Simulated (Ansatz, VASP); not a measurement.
**SiS2: VASP beside Ansatz**

Contents of POSCAR:

```
SiS2
1.0
   -2.7433936244      4.8180836088      2.7616521808
    2.7433936244     -4.8180836088      2.7616521808
    2.7433936244      4.8180836088     -2.7616521808
Si S
2 4
Direct
    0.7500000000      0.7500000000      0.0000000000
    0.2500000000      0.2500000000      0.0000000000
    0.1177771225      0.2122163257      0.3299934483
    0.8822228775      0.7877836743      0.6700065517
    0.6177771225      0.2877836743      0.9055607968
    0.3822228775      0.7122163257      0.0944392032
```

Contents of INCAR.step1:

```
SYSTEM = SiS2
  ALGO = Normal
  EDIFF = 1E-5
  ENCUT = 400
  GGA = PE
  GGA_COMPAT = .False.
  ISIF = 2
  ISMEAR = 0
  KPAR = 4
  LASPH = .True.
  LREAL = .False.
  LWAVE = .True.
  NBANDS = 25
  NELM = 120
  PREC = Accurate
  SIGMA = 0.01
```

File INCAR.step2:

```
SYSTEM = SiS2
  AEXX = 0.25
  ALGO = Normal
  EDIFF = 1E-6
  ENCUT = 400
  GGA = PE
  GGA_COMPAT = .False.
  ISIF = 2
  ISMEAR = 0
  ISTART = 1
  KPAR = 4
  LASPH = .True.
  LCHARG = .True.
  LHFCALC = .True.
  LREAL = .False.
  LVHAR = .True.
  LWAVE = .False.
  NBANDS = 25
  NELM = 120
  PREC = Accurate
  PRECFOCK = Normal
  SIGMA = 0.01
```

KPOINTS

```
k-points
0
Gamma
  4 4 4
  0 0 0
```

Input for Ansatz:

```yaml
crystal:
  lattice:
    - [-2.7433936244, 4.8180836088, 2.7616521808]
    - [2.7433936244, -4.8180836088, 2.7616521808]
    - [2.7433936244, 4.8180836088, -2.7616521808]
  atoms:
    - { symbol: Si, position: [0.75, 0.75, 0.0] }
    - { symbol: Si, position: [0.25, 0.25, 0.0] }
    - { symbol: S, position: [0.1177771225, 0.2122163257, 0.3299934483] }
    - { symbol: S, position: [0.8822228775, 0.7877836743, 0.6700065517] }
    - { symbol: S, position: [0.6177771225, 0.2877836743, 0.9055607968] }
    - { symbol: S, position: [0.3822228775, 0.7122163257, 0.0944392032] }
kpoints:
  mp_grid: { grid: [4, 4, 4] }
  band_path:
    path:
      - [0.0, 0.0, 0.0]
      - [0.5, -0.5, 0.5]
      - [0.3310527202, -0.3310527202, 0.6689472798]
      - [-0.3310527202, 0.3310527202, 0.3310527202]
      - [0.3321351973, 0.3321351973, -0.3321351973]
      - [0.6678648027, -0.3321351973, 0.3321351973]
      - [0.0, 0.5, 0.0]
      - [0.25, 0.25, 0.25]
      - [0.5, 0.0, 0.0]
      - [0.270833, -0.270833, -0.270833]
      - [0.411458, 0.416667, -0.416667]
    npoints: 1
hamiltonian:
  xc: pbe0
scf:
  occupations: { method: fixed }
  n_extra_bands: 5
output:
  forces: true
  stress: true
  eigenvalues: true
```

Alike in both runs: task single point; functional PBE0; k mesh 4 × 4 × 4; no spin polarisation.

```csv
,VASP,Ansatz
version,VASP 6.6.1,Ansatz 0.2.0
potentials or method,"VASP PAW PBE potentials, release 64 (Si, S)","plane waves, PAW"
plane-wave cutoff (eV),400,420
occupations,"gaussian, width 0.01 eV",fixed
valence electrons in the cell,32,32
```

```tsv
	VASP	Ansatz	Ansatz less VASP
gap on the k mesh at the Fermi level (eV)	4.65	4.64	-0.006
pressure (GPa)	0.1	0.5	+0.40
traceless stress, the component that is largest in VASP (GPa)	-0.17	-0.09	+0.074
rms of the force components (eV/Å)	0.150	0.115	-0.0350
```

Atom by atom the forces differ by 0.035 eV/Å (rms over components). Ansatz's warnings: stress exchange threshold loose, stress scf threshold loose.
